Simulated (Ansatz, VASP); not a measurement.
One calculation of Se, two programs

```
CELL_PARAMETERS angstrom
4.52266 0.00000 0.00000
-2.26133 3.91674 0.00000
0.00000 0.00000 5.04468
ATOMIC_POSITIONS crystal
Se 0.21875 0.00000 0.83333
Se 0.00000 0.21875 0.16667
Se 0.78125 0.78125 0.50000
```

Alike in both runs: functional PBE; k mesh 12 × 12 × 8; occupations gaussian, width 0.05 eV; no spin polarisation.

Ansatz relaxed the structure, and its values are those at the end. VASP's run is a single point on that final structure, the one shown.

|  | VASP | Ansatz |
| --- | --- | --- |
| version | VASP 6.6.1 | Ansatz 0.2.0 |
| potentials or method | VASP PAW PBE potentials, release 64 (Se), cutoff 520 eV | scalar-relativistic, plane waves, PAW |
| valence electrons in the cell | 18 | 48 |

VASP gave:

```
gap on the k mesh at the Fermi level (eV) : 1.02
least direct gap on the mesh (eV)         : 1.24
pressure (GPa)                            : 0.1
rms of the force components (eV/Å)        : 0.015
```

**Question.** Estimate Ansatz's values.

**Answer.** gap on the k mesh at the Fermi level (eV): 1.03; least direct gap on the mesh (eV): 1.25; pressure (GPa): 0.0; rms of the force components (eV/Å): 0.000.

VASP's potentials hold 18 valence electrons a cell and Ansatz's 48, so a difference there can come from the potentials and not from the codes.
